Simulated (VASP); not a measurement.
Write the native input for VASP 6.6.1 that does the following.

| Item | Value |
| --- | --- |
| Task | single point |
| Functional | revPBE |
| Potentials or basis | VASP PAW PBE potentials, release 64 (Ge_d) |
| Cutoff | 520 eV |
| k mesh | 9 × 9 × 9 |
| Occupations | fermi-dirac, width 0.05 eV |
| Spin | no spin polarisation |
| Dipole correction | no |
| Further INCAR settings | ALGO = Normal; EDIFF = 1e-06; NBANDS = 21 |

The structure of Ge lies in POSCAR:

```
Ge
1.0
    0.0000000000      2.8662730248      2.8662730248
    2.8662730248      0.0000000000      2.8662730248
    2.8662730248      2.8662730248      0.0000000000
Ge
2
Direct
    0.5000000000      0.5000000000      0.5000000000
    0.7500000000      0.7500000000      0.7500000000
```

This cell differs from its parent crystal: volume scaled by 0.96.

The input as run:

INCAR

```
SYSTEM = Ge
PREC     = Accurate       ! precision mode
ENCUT    = 520            ! plane-wave cutoff, eV
EDIFF    = 1E-6           ! SCF threshold, eV
ISMEAR   = -1             ! smearing method
SIGMA    = 0.05           ! smearing width, eV
LREAL    = .False.        ! projectors in reciprocal space
LASPH    = .True.         ! aspherical terms in the spheres
NELM     = 80             ! most SCF steps
ALGO     = Normal         ! electronic algorithm
ISIF     = 2              ! what is computed and relaxed
LWAVE    = .False.        ! write WAVECAR
LCHARG   = .True.         ! write CHGCAR
GGA      = RE             ! functional
LELF     = .True.         ! ELF
LVHAR    = .True.       
NBANDS   = 21             ! bands
```

KPOINTS

```
Automatic mesh
0
Gamma
  9 9 9
  0 0 0
```

Potentials or basis: VASP PAW PBE potentials, release 64 (Ge_d).

The run is started by

```console
$ cat potpaw_PBE.64/Ge_d/POTCAR > POTCAR
$ mpirun -np 1 vasp_std > vasp.out
```

Results of the run:

```yaml
Pressure: 2.0 GPa
Band_gap_on_the_k_mesh: zero (filled and empty bands touch)
```

Caveat: the PAW data sets were made with another functional, which shifts forces and pressure a little.

Wall time 18 s on 1 thread of Intel(R) Xeon(R) Platinum 8559C (Emerald Rapids), with other jobs on the host, peak memory 0.17 GiB.
